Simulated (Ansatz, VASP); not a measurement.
W: VASP beside Ansatz

```
CELL_PARAMETERS angstrom
2.60207 0.00000 0.00000
0.00000 2.60207 0.00000
0.00000 0.00000 2.60207
ATOMIC_POSITIONS crystal
W 0.00000 0.00000 0.00000
```

Alike in both runs: functional PBEsol; k mesh 6 × 6 × 6; occupations gaussian, width 0.1 eV; no spin polarisation.

Ansatz relaxed the structure, and its values are those at the end. VASP's run is a single point on that final structure, the one shown.

|  | VASP | Ansatz |
| --- | --- | --- |
| version | VASP 6.6.1 | Ansatz 0.2.0 |
| potentials or method | VASP PAW PBE potentials, release 64 (W_sv), cutoff 500 eV | scalar-relativistic, plane waves, PAW |
| valence electrons in the cell | 14 | 14 |

Ansatz gave:

- gap on the k mesh at the Fermi level (eV): none
- pressure (GPa): -0.1

**Question.** Which values does VASP return?

**Answer.** gap on the k mesh at the Fermi level (eV): none; pressure (GPa): 0.7.

VASP's potentials were made for PBE, not for PBEsol. A gap of «none» marks a metal or a gap that the smearing closes.

The k mesh is coarse, so the values compare programs but aren't converged. Spin-orbit coupling is off throughout.
